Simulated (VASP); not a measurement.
Input of a VASP 6.6.1 run:

INCAR

```
SYSTEM = Ag
  ALGO = Fast
  EDIFF = 1E-7
  ENCUT = 520
  GGA = PE
  ISIF = 2
  ISMEAR = 0
  LASPH = .True.
  LCHARG = .False.
  LREAL = .False.
  LWAVE = .False.
  NBANDS = 12
  NELM = 60
  PREC = Accurate
  SIGMA = 0.15
```

The input KPOINTS:

```
k-points
0
Gamma
  20 20 20
  0 0 0
```

Contents of POSCAR:

```
Ag
1.0
    0.0000000000      2.1963325000      2.0431000000
    2.1963325000      0.0000000000      2.0431000000
    2.1963325000      2.1963325000      0.0000000000
Ag
1
Direct
    0.0000000000      0.0000000000      0.0000000000
```

Potentials or basis: VASP PAW PBE potentials, release 64 (Ag).

The run is started by

```sh
$ cat potpaw_PBE.64/Ag/POTCAR > POTCAR
$ mpirun -np 1 vasp_std > vasp.out
```

What does it give for the pressure?

-6.8 GPa.

Stress tensor (GPa, compression positive):
```
-7.17  0.00  0.00
 0.00 -7.17  0.00
 0.00  0.00 -5.91
```

Caveat: the cell differs from its parent crystal (strain +0.0750 x Voigt [1, 1, 0, 0, 0, 0]).
